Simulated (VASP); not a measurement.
Input of a VASP 6.6.1 run:

The input INCAR:

```
SYSTEM = BAs
PREC = Accurate
ENCUT = 520
EDIFF = 1E-6
ISMEAR = 0
SIGMA = 0.01
LREAL = .FALSE.
LASPH = .TRUE.
NELM = 60
ALGO = Normal
ISIF = 2
LWAVE = .FALSE.
LCHARG = .FALSE.
GGA = PE
NBANDS = 11
```

Contents of KPOINTS:

```
Automatic mesh
0
G
  6 6 6
  0 0 0
```

Contents of POSCAR:

```
BAs
1.0
    0.0000000000      2.3918676082      2.3918676082
    2.3918676082      0.0000000000      2.3918676082
    2.3918676082      2.3918676082      0.0000000000
B As
1 1
Direct
    0.0000000000      0.0000000000      0.0000000000
    0.2500000000      0.2500000000      0.2500000000
```

Potentials or basis: VASP PAW PBE potentials, release 64 (B, As).

Launch:

```sh
$ cat potpaw_PBE.64/B/POTCAR potpaw_PBE.64/As/POTCAR > POTCAR
$ mpirun -np 1 vasp_std > vasp.out
```

(1) Estimate the band gap on the k mesh.

(2) Predict the pressure.

## Answers

(1) 1.28 eV, indirect (least direct gap 3.27 eV).

(2) 2.8 GPa.
